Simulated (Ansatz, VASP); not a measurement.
One calculation of Te3MoPt, two programs

```xyz
5
Lattice="5.2033 0.0000 0.0000 0.0000 5.2033 0.0000 0.0000 0.0000 5.2033" Properties=species:S:1:pos:R:3 pbc="T T T"
Te    0.0000    2.6017    2.6017
Te    2.6017    0.0000    2.6017
Te    2.6017    2.6017    0.0000
Mo    2.6017    2.6017    2.6017
Pt    0.0000    0.0000    0.0000
```

Change from the starting cell: species swapped into the Sr3BiP type (Pm-3m, No. 221).

Alike in both runs: functional PBE; k mesh 8 × 8 × 8; occupations gaussian, width 0.1 eV; no spin polarisation.

Ansatz relaxed the structure, and its values are those at the end. VASP's run is a single point on that final structure, the one shown.

|  | VASP | Ansatz |
| --- | --- | --- |
| version | VASP 6.6.1 | Ansatz 0.2.0 |
| potentials or method | VASP PAW PBE potentials, release 64 (Te, Mo_sv, Pt), cutoff 520 eV | scalar-relativistic, plane waves, PAW |
| valence electrons in the cell | 42 | 80 |

|  | VASP | Ansatz | Ansatz less VASP |
| --- | --- | --- | --- |
| gap on the k mesh at the Fermi level (eV) | none | none | - |
| pressure (GPa) | -0.1 | 0.0 | +0.10 |

A gap of «none» marks a metal or a gap that the smearing closes. VASP's potentials hold 42 valence electrons a cell and Ansatz's 80, so a difference there can come from the potentials and not from the codes.

Spin-orbit coupling is off throughout.
